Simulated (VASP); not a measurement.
La4HfO: relaxation of cell and atoms with PBE

Crystal: La4HfO.

```
La Hf O
1.0
     0.00000    4.48009    4.48009
     4.48009    0.00000    4.48009
     4.48009    4.48009    0.00000
La Hf O
4 1 1
Cartesian
  3.3642 3.3642 5.5960
  3.3642 5.5960 3.3642
  5.5960 3.3642 3.3642
  5.5960 5.5960 5.5960
  2.2400 2.2400 2.2400
  0.0000 0.0000 0.0000
```

The cell was generated, and may not be a known phase.

```
Program                : VASP 6.6.1
Task                   : relaxation of cell and atoms
Functional             : PBE
Potentials or basis    : VASP PAW PBE potentials, release 64 (La, Hf_pv, O)
Cutoff                 : 600 eV
k mesh                 : 8 × 8 × 8
Occupations            : gaussian, width 0.1 eV
Spin                   : no spin polarisation
Dipole correction      : no
Further INCAR settings : ALGO = Normal; EDIFF = 1e-06; IBRION = 2; EDIFFG = -0.01; NSW = 100; ISIF = 3
```

| Property | Result |
| --- | --- |
| Relaxed volume | 29.64 Å³/atom |
| Relaxed cell | a = 6.312 Å, b = 6.312 Å, c = 6.312 Å, α = 60.00°, β = 60.00°, γ = 60.00° |
| Space group after relaxing (to 0.1 Å) | F-43m (No. 216) |
| Energy gained by relaxing | 1.4 meV/atom |
| Ionic steps | 5 |
| Pressure after relaxing | 0.0 GPa |
| Band gap on the k mesh | zero (bands 30 and 31 overlap by 0.17 eV) |

Step by step:
```
step  energy change (eV)  largest force (eV/Å)  pressure (GPa)  volume (Å³)
   1              0.0000                0.1698           -0.41       179.84
   2             -0.0071                0.0860           -0.04       177.83
   3             -0.0078                0.0513            0.13       177.01
   4             -0.0085                0.0216            0.06       177.48
   5             -0.0087                0.0015            0.00       177.84
```

Final structure:
```
CELL_PARAMETERS angstrom
0.00000 4.46341 4.46341
4.46341 0.00000 4.46341
4.46341 4.46341 0.00000
ATOMIC_POSITIONS crystal
La 0.62340 0.62340 0.12980
La 0.62340 0.12980 0.62340
La 0.12980 0.62340 0.62340
La 0.62340 0.62340 0.62340
Hf 0.25000 0.25000 0.25000
O 0.00000 0.00000 0.00000
```

Levels at points of the mesh, in eV from the Fermi level:
```csv
k point,band 28,band 29,band 30,band 31,band 32,band 33
"(0.00, 0.00, 0.00)",-1.27,-0.25,-0.25,0.14,0.14,0.14
"(0.50, 0.00, 0.00)",-0.61,-0.29,-0.29,-0.10,0.38,0.38
"(0.50, 0.50, 0.00)",-0.44,-0.44,-0.32,0.32,0.53,0.55
```

It took 34 min on 1 thread of AMD EPYC 7R13 Processor (Zen 3), with other jobs on the host, peak memory 0.54 GiB.

Caveat: spin-orbit coupling is left out, which moves the levels of the heavy elements.
